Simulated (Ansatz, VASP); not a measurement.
**Two plane-wave programs on InSb3**

```xyz
4
Lattice="0.0000 3.7946 3.7946 3.7946 0.0000 3.7946 3.7946 3.7946 0.0000" Properties=species:S:1:pos:R:3 pbc="T T T"
In    0.0000    0.0000    0.0000
Sb    1.8973    1.8973    1.8973
Sb    5.6918    5.6918    5.6918
Sb    3.7946    3.7946    3.7946
```

Alike in both runs: task single point; functional PBE; k mesh 4 × 4 × 4; occupations gaussian, width 0.1 eV; no spin polarisation.

|  | VASP | Ansatz |
| --- | --- | --- |
| version | VASP 6.6.1 | Ansatz 0.2.0 |
| potentials or method | VASP PAW PBE potentials, release 64 (In_d, Sb), cutoff 520 eV | scalar-relativistic, plane waves, PAW |
| valence electrons in the cell | 28 | 58 |

VASP gave:

- gap on the k mesh at the Fermi level (eV): none
- pressure (GPa): -1.4

Estimate Ansatz's values.

gap on the k mesh at the Fermi level (eV): none; pressure (GPa): -1.3.

A gap of «none» marks a metal or a gap that the smearing closes. VASP's potentials hold 28 valence electrons a cell and Ansatz's 58, so a difference there can come from the potentials and not from the codes.

Spin-orbit coupling is off throughout.
